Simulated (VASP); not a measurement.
# Ni2H (P3m1) in VASP: a series of runs

Runs on Ni2H. Level: PBEsol. Tasks: single point.

Program: VASP 6.6.1. These are calculated values, not measurements. Logs are shortened: lines on timing, memory, paths and dates and some standing lists are left out, and cuts for length are marked.

**1. The cell of the first run**

The typed cell holds 3 atoms: a = 2.643 Å, b = 2.643 Å, c = 4.308 Å, α = 90.00°, β = 90.00°, γ = 120.00°.

**2. Single point, PBEsol, collinear spin, zero start**

INCAR

```
PREC = Accurate ; ENCUT = 520
EDIFF = 1E-7 ; ISMEAR = -1
SIGMA = 0.05 ; LREAL = False
LASPH = True ; NELM = 150
ALGO = Normal ; ISIF = 2
LWAVE = False ; LCHARG = False
ISPIN = 2 ; MAGMOM = 0 0 0
LORBIT = 11 ; NUPDOWN = 0.0
LMAXMIX = 4 ; GGA = PS
NBANDS = 22
```

KPOINTS

```
regular mesh
0
Gamma
  12 12 6
```

POSCAR

```
Ni2H
1.0
    2.6430021000      0.0000000000      0.0000000000
   -1.3215010500      2.2889069600      0.0000000000
    0.0000000000      0.0000000000      4.3080000000
Ni H
2 1
Direct
    0.3333333300      0.6666666700      0.2610000000
    0.6666666700      0.3333333300      0.7960000000
    0.0000000000      0.0000000000      0.0280000000
```

Potentials or basis: VASP PAW PBE potentials, release 64 (Ni, H).

Started as:

```console
cat potpaw_PBE.64/Ni/POTCAR potpaw_PBE.64/H/POTCAR > POTCAR
mpirun -np 1 vasp_std > vasp.out
```

OUTCAR:

```text
PREC = Accurate
   ENCUT = 520
   EDIFF = 1E-7
   ISMEAR = -1
   LREAL = False
   LASPH = True
   NELM = 150
   ISIF = 2
   ISPIN = 2
   LORBIT = 11
   NUPDOWN = 0.0
   GGA = PS

 ion  position               nearest neighbor table
   1  0.333  0.667  0.261-   3 1.83   3 1.83   3 1.83   2 2.52   2 2.52   2 2.52   2 2.76   2 2.76
                             2 2.76
   2  0.667  0.333  0.796-   3 1.82   3 1.82   3 1.82   1 2.52   1 2.52   1 2.52   1 2.76   1 2.76
                             1 2.76
   3  0.000  0.000  0.028-   2 1.82   2 1.82   2 1.82   1 1.83   1 1.83   1 1.83

  LATTYP: Found a hexagonal cell.
 ALAT       =     2.6430021000
 C/A-ratio  =     1.6299646527

  Lattice vectors:

 A1 = (   2.6430021000,   0.0000000000,   0.0000000000)
 A2 = (  -1.3215010500,   2.2889069600,   0.0000000000)
 A3 = (   0.0000000000,   0.0000000000,   4.3080000000)

Analysis of symmetry for initial positions (statically):
=====================================================================
 Subroutine PRICEL returns:
 Original cell was already a primitive cell.

 Routine SETGRP: Setting up the symmetry group for a
 hexagonal supercell.

 Subroutine GETGRP returns: Found  6 space group operations
 (whereof  6 operations were pure point group operations)
 out of a pool of 24 trial point group operations.

The static configuration has the point symmetry C_3v.

Analysis of symmetry for dynamics (positions and initial velocities):
=====================================================================
 Subroutine PRICEL returns:
 Original cell was already a primitive cell.

 Routine SETGRP: Setting up the symmetry group for a
 hexagonal supercell.

 Subroutine GETGRP returns: Found  6 space group operations
 (whereof  6 operations were pure point group operations)
 out of a pool of 24 trial point group operations.

The dynamic configuration has the point symmetry C_3v.

Analysis of structural, dynamic, and magnetic symmetry:
=====================================================================
 Subroutine PRICEL returns:
 Original cell was already a primitive cell.

 Routine SETGRP: Setting up the symmetry group for a
 hexagonal supercell.

 Subroutine GETGRP returns: Found  6 space group operations
 (whereof  6 operations were pure point group operations)
 out of a pool of 24 trial point group operations.

The overall configuration has the point symmetry C_3v.

 Subroutine INISYM returns: Found  6 space group operations
 (whereof  6 operations are pure point group operations),
 and found     1 'primitive' translations

----------------------------------------------------------------------------------------

                                     Primitive cell

  volume of cell :      26.0616

  direct lattice vectors                    reciprocal lattice vectors
     2.643002100  0.000000000  0.000000000     0.378357626  0.218444877  0.000000000
    -1.321501050  2.288906960  0.000000000     0.000000000  0.436889755  0.000000000
     0.000000000  0.000000000  4.308000000     0.000000000  0.000000000  0.232126277

  length of vectors
     2.643002100  2.643002099  4.308000000     0.436889754  0.436889755  0.232126277

  position of ions in fractional coordinates (direct lattice)
     0.333333330  0.666666670  0.261000000
     0.666666670  0.333333330  0.796000000
     0.000000000  0.000000000  0.028000000

  ion indices of the primitive-cell ions
   primitive index   ion index
                 1           1
                 2           2
                 3           3

----------------------------------------------------------------------------------------

 KPOINTS: regular mesh

Automatic generation of k-mesh.
 Grid dimensions read from file:
 generate k-points for:   12   12    6

 Generating k-lattice:

  Cartesian coordinates                     Fractional coordinates (reciprocal lattice)
     0.031529802  0.018203740  0.000000000     0.083333333  0.000000000  0.000000000
     0.000000000  0.036407480  0.000000000     0.000000000  0.083333333  0.000000000
     0.000000000  0.000000000  0.038687713     0.000000000  0.000000000  0.166666667

  Length of vectors
     0.036407480  0.036407480  0.038687713

  Shift w.r.t. Gamma in fractional coordinates (k-lattice)
     0.000000000  0.000000000  0.000000000

 Subroutine IBZKPT returns following result:
 ===========================================

 Found    100 irreducible k-points:

 Following reciprocal coordinates:
            Coordinates               Weight
  0.000000  0.000000  0.000000      1.000000
  0.083333  0.000000  0.000000      6.000000
  0.166667 -0.000000  0.000000      6.000000
  0.250000 -0.000000  0.000000      6.000000
  0.333333 -0.000000  0.000000      6.000000
  0.416667 -0.000000  0.000000      6.000000
[... 16 lines left out ...]
  0.166667 -0.000000  0.166667      6.000000
  0.000000  0.166667  0.166667      6.000000
 [... further k-points ...]
   k-points           NKPTS =    100   k-points in BZ     NKDIM =    100   number of bands    NBANDS=     22
   number of dos      NEDOS =    301   number of ions     NIONS =      3
   total plane-waves  NPLWV =  12800
   dimension x,y,z NGX =    20 NGY =   20 NGZ =   32
   dimension x,y,z NGXF=    40 NGYF=   40 NGZF=   64
   ions per type =               2   1
   NGX,Y,Z   is equivalent  to a cutoff of  12.58, 12.58, 12.35 a.u.
   NGXF,Y,Z  is equivalent  to a cutoff of  25.16, 25.16, 24.70 a.u.
 SYSTEM =  unknown system
   PREC   = accura    normal or accurate (medium, high low for compatibility)
   ISTART =      0    job   : 0-new  1-cont  2-samecut
   ICHARG =      2    charge: 1-file 2-atom 10-const
   ISPIN  =      2    spin polarized calculation?
   LNONCOLLINEAR =      F non collinear calculations
   LSORBIT =      F    spin-orbit coupling
   LASPH  =      T    aspherical Exc in radial PAW
   ENCUT  =  520.0 eV  38.22 Ry    6.18 a.u.   4.91  4.91  8.01*2*pi/ulx,y,z
   NELM   =    150;   NELMIN=  2; NELMDL= -5     # of ELM steps
   EDIFF  = 0.1E-06   stopping-criterion for ELM
   LREAL  =      F    real-space projection
   EDIFFG = 0.1E-05   stopping-criterion for IOM
   NSW    =      0    number of steps for IOM
   IBRION =     -1    ionic relax: 0-MD 1-quasi-New 2-CG
   NFREE  =      0    steps in history (QN), initial steepest desc. (CG)
   ISIF   =      2    stress and relaxation
   ISYM   =      2    0-nonsym 1-usesym 2-fastsym
   POTIM  = 0.5000    time-step for ionic-motion
   TEBEG  =    0.0;   TEEND  =   0.0 temperature during run
   PSTRESS=    0.0 pullay stress
   NELECT =      21.0000    total number of electrons
   NUPDOWN=       0.0000    fix difference up-down
   EMIN   =  10.00;   EMAX   =-10.00  energy-range for DOS
   EFERMI =   0.00;   METHOD = LEGACY
   ISMEAR =    -1;   SIGMA  =   0.05  broadening in eV -4-tet -1-fermi 0-gaus
   EFERMI_NEDOS =   21; number of points for ismear=-14 and -15
   IALGO  =     38    algorithm
   IMIX   =      4    mixing-type and parameters
     AMIX     =   0.40;   BMIX     =  1.00
     AMIX_MAG =   1.60;   BMIX_MAG =  1.00
  volume/ion in A,a.u.               =       8.69        58.62
  Fermi-wavevector in a.u.,A,eV,Ry     =   1.523401  2.878810 31.575716  2.320750
  Thomas-Fermi vector in A             =   2.631849
   LORBIT       =     11    0 simple, 1 ext, 2 COOP (PROOUT), +10 PAW based schemes
   GGA     = PS    functional components
   LHFCALC =     F    Hartree Fock is set to
   AEXX    =    0.0000 exact exchange contribution
   IVDW    =     0    specifies the selected vdW correction
   LEPSILON=     F    determine dielectric tensor
   LRPA    =     F    only Hartree local field effects (RPA)
 spin polarized calculation
  energy-cutoff  :      520.00
  volume of cell :       26.06
 maximum number of plane-waves:       732
   NGX =  9   NGY =  9   NGZ = 17

 number of electron      20.9999991 magnetization       0.0000000

 number of electron      20.9999991 magnetization      -0.0000000

 Free energy of the ion-electron system (eV)
  ---------------------------------------------------
  ext. energy  EPLUGINS =         0.00000000
  ---------------------------------------------------
  free energy    TOTEN  =       -15.39467483 eV

  energy without entropy =      -15.35317575  energy(sigma->0) =      -15.37392529

 E-fermi :   7.5697     XC(G=0): -12.7781

 val. band max:        7.5679010813   @ k =   0.5000  -0.0000   0.0000
 cond. band min:       7.5701950644   @ k =  -0.0833   0.4167   0.3333
 fundamental gap:      0.0022939832
 Fermi energy:         7.5697368278

 spin component 1

 k-point     1 :       0.0000    0.0000    0.0000
  band No.  band energies     occupation
      1      -3.1122      1.00000
      2       3.5004      1.00000
      3       5.4558      1.00000
      4       5.8655      1.00000
      5       5.8655      1.00000
      6       6.0897      1.00000
[... 14 lines left out ...]
     21      32.1074      0.00000
     22      34.5911      0.00000

 k-point     2 :       0.0833    0.0000    0.0000
  band No.  band energies     occupation
      1      -2.9297      1.00000
      2       3.6421      1.00000
      3       5.1182      1.00000
      4       5.8914      1.00000
      5       5.9415      1.00000
      6       6.0726      1.00000
[... 14 lines left out ...]
     21      31.6317      0.00000
     22      33.6925      0.00000

 k-point     3 :       0.1667   -0.0000    0.0000
  band No.  band energies     occupation
      1      -2.4005      1.00000
      2       4.0126      1.00000
      3       4.6384      1.00000
      4       5.6738      1.00000
      5       5.9641      1.00000
      6       6.0905      1.00000
[... 14 lines left out ...]
     21      32.1556      0.00000
     22      32.3905      0.00000
[... 476 lines left out ...]
 k-point    23 :       0.1667   -0.0000    0.1667
  band No.  band energies     occupation
      1      -2.2767      1.00000
      2       3.5655      1.00000
      3       4.7554      1.00000
      4       5.6084      1.00000
      5       6.0000      1.00000
      6       6.0627      1.00000
[... 14 lines left out ...]
     21      31.6998      0.00000
     22      33.2644      0.00000

 k-point    24 :       0.0000    0.1667    0.1667
  band No.  band energies     occupation
      1      -2.2840      1.00000
      2       3.6354      1.00000
      3       4.8482      1.00000
      4       5.5724      1.00000
      5       5.8960      1.00000
      6       6.1567      1.00000
[... 14 lines left out ...]
     21      30.6260      0.00000
     22      33.0889      0.00000

 [... further k-points ...]

 spin component 2

 k-point     1 :       0.0000    0.0000    0.0000
  band No.  band energies     occupation
      1      -3.1122      1.00000
      2       3.5004      1.00000
      3       5.4558      1.00000
      4       5.8655      1.00000
      5       5.8655      1.00000
      6       6.0897      1.00000
[... 14 lines left out ...]
     21      32.1074      0.00000
     22      34.5911      0.00000

 k-point     2 :       0.0833    0.0000    0.0000
  band No.  band energies     occupation
      1      -2.9297      1.00000
      2       3.6421      1.00000
      3       5.1182      1.00000
      4       5.8914      1.00000
      5       5.9415      1.00000
      6       6.0726      1.00000
[... 14 lines left out ...]
     21      31.6317      0.00000
     22      33.6925      0.00000

 k-point     3 :       0.1667   -0.0000    0.0000
  band No.  band energies     occupation
      1      -2.4005      1.00000
      2       4.0126      1.00000
      3       4.6384      1.00000
      4       5.6738      1.00000
      5       5.9641      1.00000
      6       6.0905      1.00000
[... 14 lines left out ...]
     21      32.1556      0.00000
     22      32.3905      0.00000
[... 476 lines left out ...]
 k-point    23 :       0.1667   -0.0000    0.1667
  band No.  band energies     occupation
      1      -2.2767      1.00000
      2       3.5655      1.00000
      3       4.7554      1.00000
      4       5.6084      1.00000
      5       6.0000      1.00000
      6       6.0627      1.00000
[... 14 lines left out ...]
     21      31.6998      0.00000
     22      33.2644      0.00000

 k-point    24 :       0.0000    0.1667    0.1667
  band No.  band energies     occupation
      1      -2.2840      1.00000
      2       3.6354      1.00000
      3       4.8482      1.00000
      4       5.5724      1.00000
      5       5.8960      1.00000
      6       6.1567      1.00000
[... 14 lines left out ...]
     21      30.6260      0.00000
     22      33.0889      0.00000

 [... further k-points ...]
[... 5 lines left out ...]
  --------------------------------------------------------------------------------------
  -------------------------------------------------------------------------------------
  Total       -2.8399859     -2.8399858     -2.6052744      0.0000000      0.0000000      0.0000000
  in kB     -174.5924327   -174.5924325   -160.1631914      0.0000000      0.0000000      0.0000000
  external PRESSURE =    -169.7826855 kB  Pullay stress =       0.0000000 kB

 VOLUME and BASIS-vectors are now :
 -----------------------------------------------------------------------------
  energy-cutoff  :      520.00
  volume of cell :       26.06
      direct lattice vectors                 reciprocal lattice vectors
     2.643002100  0.000000000  0.000000000     0.378357626  0.218444877  0.000000000
    -1.321501050  2.288906960  0.000000000     0.000000000  0.436889755  0.000000000
     0.000000000  0.000000000  4.308000000     0.000000000  0.000000000  0.232126277

 POSITION                                       TOTAL-FORCE (eV/Angst)
 -----------------------------------------------------------------------------------
     -0.00000      1.52594      1.12439        -0.000000     -0.000000      1.070224
      1.32150      0.76297      3.42917         0.000000      0.000000     -1.073454
      0.00000      0.00000      0.12062        -0.000000     -0.000000      0.003230
 -----------------------------------------------------------------------------------
    total drift:                               -0.000000     -0.000000     -0.000204

  FREE ENERGIE OF THE ION-ELECTRON SYSTEM (eV)
  ---------------------------------------------------
  free  energy   TOTEN  =       -15.3946748290 eV

  energy  without entropy=      -15.3531757493  energy(sigma->0) =      -15.37392529

 total charge

# of ion       s       p       d       tot
------------------------------------------
    1        0.415   0.447   8.386   9.248
    2        0.415   0.448   8.386   9.249
    3        0.493   0.039   0.000   0.532
--------------------------------------------------
tot          1.324   0.934  16.772  19.030

 magnetization (x)

# of ion       s       p       d       tot
------------------------------------------
    1       -0.000   0.000  -0.000  -0.000
    2        0.000   0.000   0.000   0.000
    3       -0.000   0.000   0.000  -0.000
--------------------------------------------------
tot         -0.000   0.000  -0.000  -0.000
```

Run time: 2.9 min. Hardware: 1 thread of Oxide Virtual Turin-like, shared host; peak memory 0.17 GiB.

Results:

| Property | Result |
| --- | --- |
| Free energy | -15.3947 eV |
| Pressure | -17.0 GPa |
| Largest force | 1.073 eV/Å |
| Net moment | 0.00 μB per cell |
| Valence electrons inside the program's atomic spheres | Ni 9.25; H 0.53 |

Forces in eV/Å, atoms in the order of the input:
```
Ni   0.000  0.000  1.070
Ni   0.000  0.000 -1.073
H    0.000  0.000  0.003
```

Caveat: the cell stands under tension; the PAW data sets were made with another functional, which shifts forces and pressure a little; the total moment is fixed, so each spin has its own Fermi level.

**3. Single point, PBEsol, collinear spin, ferromagnetic start**

INCAR

```
SYSTEM = Ni2H
  PREC = Accurate
  ENCUT = 520
  EDIFF = 1E-7
  ISMEAR = -1
  SIGMA = 0.05
  LREAL = .FALSE.
  LASPH = .TRUE.
  NELM = 150
  ALGO = Normal
  ISIF = 2
  LWAVE = .FALSE.
  LCHARG = .FALSE.
  ISPIN = 2
  MAGMOM = 2 2 0
  LORBIT = 11
  LMAXMIX = 4
  GGA = PS
  NBANDS = 22
```

KPOINTS

```
regular mesh
0
G
  12 12 6
  0 0 0
```

POSCAR is that of step 2.

Potentials or basis: VASP PAW PBE potentials, release 64 (Ni, H).

Started as:

```console
cat potpaw_PBE.64/Ni/POTCAR potpaw_PBE.64/H/POTCAR > POTCAR
mpirun -np 1 vasp_std > vasp.out
```

Wall time 3 min (1 thread of Oxide Virtual Turin-like, shared host); peak memory 0.17 GiB.

Results (log left out):

```
Free energy                                           : -15.4008 eV
Pressure                                              : -16.8 GPa
Largest force                                         : 1.063 eV/Å
Net moment                                            : 0.51 μB per cell
Site moments                                          : Ni +0.26; H -0.00 μB
Valence electrons inside the program's atomic spheres : Ni 9.25; H 0.53
```

Forces in eV/Å, atoms in the order of the input:
```
Ni   0.000  0.000  1.060
Ni   0.000  0.000 -1.063
H    0.000  0.000  0.003
```

Stress tensor (GPa, compression positive):
```
-17.26   0.00   0.00
  0.00 -17.26   0.00
  0.00   0.00 -15.78
```

Levels at points of the mesh, in eV from the Fermi level:
Spin up:
| k point | band 9 | band 10 | band 11 | band 12 | band 13 | band 14 |
| --- | --- | --- | --- | --- | --- | --- |
| (0.00, 0.00, 0.00) | -1.21 | -1.21 | -0.45 | -0.45 | 4.18 | 13.56 |
| (0.50, 0.00, 0.00) | -0.35 | -0.23 | 0.34 | 2.06 | 7.52 | 7.66 |
| (0.00, 0.00, 0.50) | -0.82 | -0.82 | -0.56 | -0.56 | 9.02 | 12.45 |
| (0.50, 0.00, 0.50) | -0.37 | -0.29 | -0.09 | 0.87 | 4.77 | 5.14 |
Spin down:
```csv
k point,band 6,band 7,band 8,band 9,band 10,band 11,band 12,band 13,band 14,band 15
"(0.00, 0.00, 0.00)",-1.42,-1.35,-1.35,-0.96,-0.96,-0.16,-0.16,4.35,13.55,20.79
"(0.50, 0.00, 0.00)",-1.62,-1.24,-0.12,-0.09,0.09,0.60,2.23,7.57,7.74,7.88
"(0.00, 0.00, 0.50)",-1.72,-1.56,-1.56,-0.57,-0.57,-0.26,-0.26,9.05,12.52,15.19
"(0.50, 0.00, 0.50)",-1.03,-0.65,-0.63,-0.09,0.01,0.17,0.97,4.89,5.29,12.69
```

Caveat: the cell stands under tension; the PAW data sets were made with another functional, which shifts forces and pressure a little.
